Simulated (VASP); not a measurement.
## Pb: single point with RPBE+D3(BJ)

Pb:

```
Pb
1.0
     0.00000    2.47502    2.47502
     2.47502    0.00000    2.47502
     2.47502    2.47502    0.00000
Pb
1
Cartesian
  0.0000 0.0000 0.0000
```

```yaml
Program: VASP 6.6.1
Task: single point
Functional: RPBE
Dispersion: D3(BJ)
Potentials_or_basis: VASP PAW PBE potentials, release 64 (Pb_d)
Cutoff: 520 eV
k_mesh: 7 × 7 × 7
Occupations: fermi-dirac, width 0.025 eV
Spin: non-collinear spin, typed start, spin-orbit coupling
Starting_moments: "[[0.289, 0.289, 0.289]] μB"
```

* Pressure: -16.2 GPa
* Net moment: 0.00 μB per cell
* Valence electrons inside the program's atomic spheres: Pb 11.98
* Dispersion energy per atom: -2.451 eV

Moments on the atoms (μB; x, y, z):
```
Pb  0.00 0.00 0.00
```

Run time: 4 min on 1 thread of Intel Xeon 8259CL (shared host), peak memory 0.29 GiB.

Caveat: the cell stands under tension; the dispersion term is far too large for a dense solid, which distorts pressure and volume; the PAW data sets were made with another functional, which shifts forces and pressure a little.
